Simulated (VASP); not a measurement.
Set up this calculation in VASP 6.6.1, as the native input.

- Task: relaxation of cell and atoms
- Functional: PBE
- Potentials or basis: VASP PAW PBE potentials, release 64 (Mg, Cd, Te)
- Cutoff: 600 eV
- k mesh: 6 × 6 × 6
- Occupations: gaussian, width 0.1 eV
- Spin: no spin polarisation
- Dipole correction: no
- Further INCAR settings: ALGO = Normal; EDIFF = 1e-06; IBRION = 2; EDIFFG = -0.01; NSW = 100; ISIF = 3

The structure of MgCdTe3 lies in POSCAR:

```
MgCdTe3
1.0
    3.3897397738      1.9570671709      4.5288529178
   -3.3897397738      1.9570671709      4.5288529178
    0.0000000000     -3.9141343417      4.5288529178
Mg Cd Te
1 1 3
Direct
    0.0000000000      0.0000000000      0.0000000000
    0.5000000000      0.5000000000      0.5000000000
    0.5000000000      0.5000000000      0.0000000000
    0.0000000000      0.5000000000      0.5000000000
    0.5000000000      0.0000000000      0.5000000000
```

One way to write it, as run:

INCAR

```
SYSTEM = MgCdTe3
PREC     = Accurate       ! precision mode
ENCUT    = 600            ! plane-wave cutoff, eV
EDIFF    = 1E-6           ! SCF threshold, eV
ISMEAR   = 0              ! smearing method
SIGMA    = 0.1            ! smearing width, eV
LREAL    = .FALSE.        ! projectors in reciprocal space
LASPH    = .TRUE.         ! aspherical terms in the spheres
NELM     = 60             ! most SCF steps
ALGO     = Normal         ! electronic algorithm
ISIF     = 3              ! what is computed and relaxed
LWAVE    = .FALSE.        ! write WAVECAR
LCHARG   = .FALSE.        ! write CHGCAR
GGA      = PE             ! functional
IBRION   = 2              ! ionic algorithm
NSW      = 100            ! ionic steps
EDIFFG   = -0.01          ! ionic threshold
```

KPOINTS

```
Automatic mesh
0
G
  6 6 6
  0 0 0
```

Potentials or basis: VASP PAW PBE potentials, release 64 (Mg, Cd, Te).

Command:

```sh
$ cat potpaw_PBE.64/Mg/POTCAR potpaw_PBE.64/Cd/POTCAR potpaw_PBE.64/Te/POTCAR > POTCAR
$ mpirun -np 1 vasp_std > vasp.out
```

It gave:

- Relaxed volume: 35.93 Å³/atom
- Relaxed cell: a = 6.060 Å, b = 6.060 Å, c = 6.060 Å, α = 66.58°, β = 66.58°, γ = 66.58°
- Space group after relaxing (to 0.05 Å): R-3m (No. 166)
- Energy gained by relaxing: 8.2 meV/atom
- Ionic steps: 5
- Pressure after relaxing: 0.0 GPa
- Band gap on the k mesh: zero (band 16 reaches 4.37 eV, above the bottom of band 17 at 3.19 eV)

Caveat: spin-orbit coupling is left out, which moves the levels of the heavy elements.

It took 3.2 min on 1 thread of Intel(R) Xeon(R) 6975P-C (Granite Rapids) (shared host), peak memory 0.45 GiB.
